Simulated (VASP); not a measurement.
# MgC2 (P4_2/mnm) in VASP: further runs, part 2 of 2

VASP 6.6.1. The steps go on from the part before.

### 4 Single point, PBE

This run uses another cell than the first one, of 14.01 Å³/atom, 1.080 times its volume.

Input file INCAR:

```
ALGO = Normal ; EDIFF = 1E-6
ENCUT = 520 ; GGA = PE
ISIF = 2 ; ISMEAR = 0
LASPH = T ; LCHARG = F
LREAL = F ; LWAVE = F
NBANDS = 19 ; NELM = 60
PREC = Accurate ; SIGMA = 0.01
```

Input file KPOINTS:

```
k-points
0
Gamma
  4 4 4
```

Input file POSCAR:

```
MgC2
1.0
    4.0534401844      0.0000000000      0.0000000000
    0.0000000000      4.0534401844      0.0000000000
    0.0000000000      0.0000000000      5.1166813404
Mg C
2 4
Direct
    0.5000000000      0.5000000000      0.0000000000
    0.0000000000      0.0000000000      0.5000000000
    0.8876550000      0.8876550000      0.0000000000
    0.6123450000      0.3876550000      0.5000000000
    0.1123450000      0.1123450000      0.0000000000
    0.3876550000      0.6123450000      0.5000000000
```

Potentials or basis: VASP PAW PBE potentials, release 64 (Mg, C).

Run with:

```sh
$ cat potpaw_PBE.64/Mg/POTCAR potpaw_PBE.64/C/POTCAR > POTCAR
$ mpirun -np 1 vasp_std > vasp.out
```

OUTCAR:

```text
EDIFF = 1E-6
   ENCUT = 520
   GGA = PE
   ISIF = 2
   ISMEAR = 0
   LASPH = T
   LREAL = F
   NELM = 60
   PREC = Accurate

 ion  position               nearest neighbor table
   1  0.500  0.500  0.000-   3 2.22   5 2.22   4 2.64   6 2.64   4 2.64   6 2.64
   2  0.000  0.000  0.500-   4 2.22   6 2.22   5 2.64   3 2.64   3 2.64   5 2.64
   3  0.888  0.888  0.000-   5 1.29   1 2.22   2 2.64   2 2.64
   4  0.612  0.388  0.500-   6 1.29   2 2.22   1 2.64   1 2.64
   5  0.112  0.112  0.000-   3 1.29   1 2.22   2 2.64   2 2.64
   6  0.388  0.612  0.500-   4 1.29   2 2.22   1 2.64   1 2.64

  LATTYP: Found a simple tetragonal cell.
 ALAT       =     4.0534401844
 C/A-ratio  =     1.2623058705

  Lattice vectors:

 A1 = (   4.0534401844,   0.0000000000,   0.0000000000)
 A2 = (   0.0000000000,   4.0534401844,   0.0000000000)
 A3 = (   0.0000000000,   0.0000000000,   5.1166813404)

Analysis of symmetry for initial positions (statically):
=====================================================================
 Subroutine PRICEL returns:
 Original cell was already a primitive cell.

 Routine SETGRP: Setting up the symmetry group for a
 simple tetragonal supercell.

 Subroutine GETGRP returns: Found 16 space group operations
 (whereof  8 operations were pure point group operations)
 out of a pool of 16 trial point group operations.

The static configuration has the point symmetry D_2h.
 The point group associated with its full space group is D_4h.

Analysis of symmetry for dynamics (positions and initial velocities):
=====================================================================
 Subroutine PRICEL returns:
 Original cell was already a primitive cell.

 Routine SETGRP: Setting up the symmetry group for a
 simple tetragonal supercell.

 Subroutine GETGRP returns: Found 16 space group operations
 (whereof  8 operations were pure point group operations)
 out of a pool of 16 trial point group operations.

The dynamic configuration has the point symmetry D_2h.
[... 124 lines left out ...]
  Thomas-Fermi vector in A             =   2.147618
   LORBIT       =      0    0 simple, 1 ext, 2 COOP (PROOUT), +10 PAW based schemes
   GGA     = PE    functional components
   LHFCALC =     F    Hartree Fock is set to
   AEXX    =    0.0000 exact exchange contribution
   IVDW    =     0    specifies the selected vdW correction
   LEPSILON=     F    determine dielectric tensor
   LRPA    =     F    only Hartree local field effects (RPA)
 non-spin polarized calculation
 Gauss-broadening in eV      SIGMA  =   0.01
  energy-cutoff  :      520.00
  volume of cell :       84.07
 maximum number of plane-waves:      2307
   NGX = 15   NGY = 15   NGZ = 19

 number of electron      20.0000000 magnetization

 Free energy of the ion-electron system (eV)
  ---------------------------------------------------
  ext. energy  EPLUGINS =         0.00000000
  ---------------------------------------------------
  free energy    TOTEN  =       -37.20712370 eV

  energy without entropy =      -37.20712370  energy(sigma->0) =      -37.20712370

 E-fermi :   0.7221     XC(G=0):  -9.2070

 val. band max:        0.6797440476   @ k =   0.5000   0.5000   0.5000
 cond. band min:       3.3460951681   @ k =   0.0000   0.0000   0.0000
 fundamental gap:      2.6663511204
 Fermi energy:         0.7220770457

 k-point     1 :       0.0000    0.0000    0.0000
  band No.  band energies     occupation
      1     -11.8621      2.00000
      2     -11.1039      2.00000
      3      -2.4476      2.00000
      4      -2.4399      2.00000
      5      -2.4399      2.00000
      6      -2.1410      2.00000
[... 373 lines left out ...]
      6      -1.7371      2.00000
[... 11 lines left out ...]
     18      10.4657      0.00000
     19      10.7696      0.00000

------------------------ aborting loop because EDIFF is reached ----------------------------------------

  FORCE on cell =-STRESS in cart. coord.  units (eV):
  Direction    XX          YY          ZZ          XY          YZ          ZX
  --------------------------------------------------------------------------------------
  -------------------------------------------------------------------------------------
  Total       -5.3840735     -5.3840735     -2.0382164      0.0000000      0.0000000      0.0000000
  in kB     -102.6090480   -102.6090480    -38.8440904      0.0000000      0.0000000      0.0000000
  external PRESSURE =     -81.3540621 kB  Pullay stress =       0.0000000 kB

 VOLUME and BASIS-vectors are now :
 -----------------------------------------------------------------------------
  energy-cutoff  :      520.00
  volume of cell :       84.07
      direct lattice vectors                 reciprocal lattice vectors
     4.053440184  0.000000000  0.000000000     0.246704023  0.000000000  0.000000000
     0.000000000  4.053440184  0.000000000     0.000000000  0.246704023  0.000000000
     0.000000000  0.000000000  5.116681340     0.000000000  0.000000000  0.195439179

 POSITION                                       TOTAL-FORCE (eV/Angst)
 -----------------------------------------------------------------------------------
      2.02672      2.02672      0.00000        -0.000000      0.000000      0.000000
      0.00000      0.00000      2.55834        -0.000000      0.000000      0.000000
      3.59806      3.59806      0.00000         1.324642      1.324642      0.000000
      2.48210      1.57134      2.55834        -1.324642      1.324642      0.000000
      0.45538      0.45538      0.00000        -1.324642     -1.324642     -0.000000
      1.57134      2.48210      2.55834         1.324642     -1.324642      0.000000
 -----------------------------------------------------------------------------------
    total drift:                               -0.000000      0.000000      0.000000

  FREE ENERGIE OF THE ION-ELECTRON SYSTEM (eV)
  ---------------------------------------------------
  free  energy   TOTEN  =       -37.2071237017 eV

  energy  without entropy=      -37.2071237017  energy(sigma->0) =      -37.20712370
```

OSZICAR:

```text
N       E                     dE             d eps       ncg     rms          rms(c)
DAV:   1     0.416855107363E+02    0.41686E+02   -0.80730E+03   684   0.873E+02
DAV:   2    -0.373243524206E+02   -0.79010E+02   -0.75546E+02   917   0.156E+02
DAV:   3    -0.424198809297E+02   -0.50955E+01   -0.50645E+01   850   0.387E+01
DAV:   4    -0.424740905000E+02   -0.54210E-01   -0.54171E-01   860   0.485E+00
DAV:   5    -0.424748669171E+02   -0.77642E-03   -0.77637E-03   825   0.543E-01    0.110E+01
DAV:   6    -0.376806740477E+02    0.47942E+01   -0.75964E+00   747   0.143E+01    0.502E+00
DAV:   7    -0.372155540795E+02    0.46512E+00   -0.23504E+00   860   0.826E+00    0.235E+00
DAV:   8    -0.372165110964E+02   -0.95702E-03   -0.16187E-01   817   0.212E+00    0.494E-01
DAV:   9    -0.372066668422E+02    0.98443E-02   -0.31137E-02   764   0.928E-01    0.205E-01
DAV:  10    -0.372070923721E+02   -0.42553E-03   -0.16533E-03   810   0.243E-01    0.494E-02
DAV:  11    -0.372071257393E+02   -0.33367E-04   -0.16472E-04   818   0.776E-02    0.187E-02
DAV:  12    -0.372071235197E+02    0.22196E-05   -0.52601E-06   815   0.145E-02    0.661E-03
DAV:  13    -0.372071237017E+02   -0.18196E-06   -0.45033E-06   876   0.125E-02
   1 F= -.37207124E+02 E0= -.37207124E+02  d E =-.290642E-11
```

Wall time 21 s (1 thread of Intel Xeon Platinum 8488C (Sapphire Rapids), shared host); peak memory 0.18 GiB.

Results:

| Quantity | Value |
| --- | --- |
| Free energy | -37.2071 eV |
| Pressure | -8.1 GPa |
| Largest force | 1.873 eV/Å |
| Band gap on the k mesh | 2.67 eV, indirect (least direct gap 2.97 eV) |

Forces in eV/Å, atoms in the order of the input:
```
Mg   0.000  0.000  0.000
Mg   0.000  0.000  0.000
C    1.325  1.325  0.000
C   -1.325  1.325  0.000
C   -1.325 -1.325  0.000
C    1.325 -1.325  0.000
```

Caveat: forces of over 1 eV/Å act on the atoms, so gaps and moduli don't describe the material at rest.

### 5 Single point, PBE

This run uses another cell than the first one, of 14.53 Å³/atom, 1.120 times its volume.

Input file INCAR:

```
SYSTEM = MgC2
ALGO = Normal ; EDIFF = 1E-6
ENCUT = 520 ; GGA = PE
ISIF = 2 ; ISMEAR = 0
LASPH = .TRUE. ; LCHARG = .FALSE.
LREAL = .FALSE. ; LWAVE = .FALSE.
NBANDS = 19 ; NELM = 80
PREC = Accurate ; SIGMA = 0.01
```

Input file KPOINTS:

```
k-points
0
G
  4 4 4
  0 0 0
```

POSCAR: that of step 4 with these lines changed.

```diff
@@ -2,5 +2,5 @@
 1.0
-    4.0534401844      0.0000000000      0.0000000000
-    0.0000000000      4.0534401844      0.0000000000
-    0.0000000000      0.0000000000      5.1166813404
+    4.1028772540      0.0000000000      0.0000000000
+    0.0000000000      4.1028772540      0.0000000000
+    0.0000000000      0.0000000000      5.1790860436
 Mg C
```

Run with:

```sh
$ cat potpaw_PBE.64/Mg/POTCAR potpaw_PBE.64/C/POTCAR > POTCAR
$ mpirun -np 1 vasp_std > vasp.out
```

It took 21 s on 1 thread of Intel Xeon Platinum 8488C (Sapphire Rapids), shared host; peak memory 0.19 GiB.

The run converged. Its results:

```
Free energy            : -37.0205 eV
Pressure               : -11.0 GPa
Largest force          : 2.658 eV/Å
Band gap on the k mesh : 2.70 eV, indirect (least direct gap 2.97 eV)
```

Forces on the atoms (eV/Å):
```
Mg   0.000  0.000  0.000
Mg   0.000  0.000  0.000
C    1.879  1.879  0.000
C   -1.879  1.879  0.000
C   -1.879 -1.879  0.000
C    1.879 -1.879  0.000
```

Stress tensor (GPa, compression positive):
```
-13.94   0.00   0.00
  0.00 -13.94   0.00
  0.00   0.00  -5.24
```

Levels at points of the mesh, in eV from the valence-band top:
```tsv
k point	band 6	band 7	band 8	band 9	band 10	band 11	band 12	band 13	band 14	band 15
(0.00, 0.00, 0.00)	-2.75	-1.28	-0.31	-0.27	-0.27	2.70	5.02	5.33	5.33	6.27
(0.50, 0.00, 0.00)	-1.74	-1.55	-1.55	-0.25	-0.25	5.06	5.06	5.19	5.19	6.57
(0.50, 0.50, 0.00)	-1.58	-1.41	-1.41	-0.98	-0.98	3.91	3.91	5.89	5.89	7.46
(0.00, 0.00, 0.50)	-3.06	-0.52	-0.52	-0.26	-0.26	3.64	3.64	5.39	5.39	8.16
(0.50, 0.00, 0.50)	-1.50	-1.17	-1.17	-0.49	-0.49	3.83	3.83	6.04	6.04	8.09
(0.50, 0.50, 0.50)	-2.33	-2.24	-2.24	0.00	0.00	4.95	4.95	6.98	6.98	7.48
```

Caveat: forces of over 1 eV/Å act on the atoms, so gaps and moduli don't describe the material at rest. A k mesh can miss the band edges.

### 6 Summary

```csv
cell,gap on the mesh (eV),pressure (GPa),largest force (eV/Å)
"a = 3.951, b = 3.951, c = 4.987 Å, 6 atoms",2.58,-0.4,0.01
"a = 4.003, b = 4.003, c = 5.053 Å, 6 atoms",2.63,-4.6,0.99
"a = 4.053, b = 4.053, c = 5.117 Å, 6 atoms",2.67,-8.1,1.87
"a = 4.103, b = 4.103, c = 5.179 Å, 6 atoms",2.70,-11.0,2.66
```

Alike in all rows: task single point; level PBE; potentials or basis VASP PAW PBE potentials, release 64 (Mg, C); no spin polarisation; k mesh 4 × 4 × 4; cutoff (eV) 520; smearing gaussian 0.01 eV.

Caveats: forces of over 1 eV/Å act on the atoms, so gaps and moduli don't describe the material at rest (some runs).

Absolute energies hang on the potentials; compare differences alone.
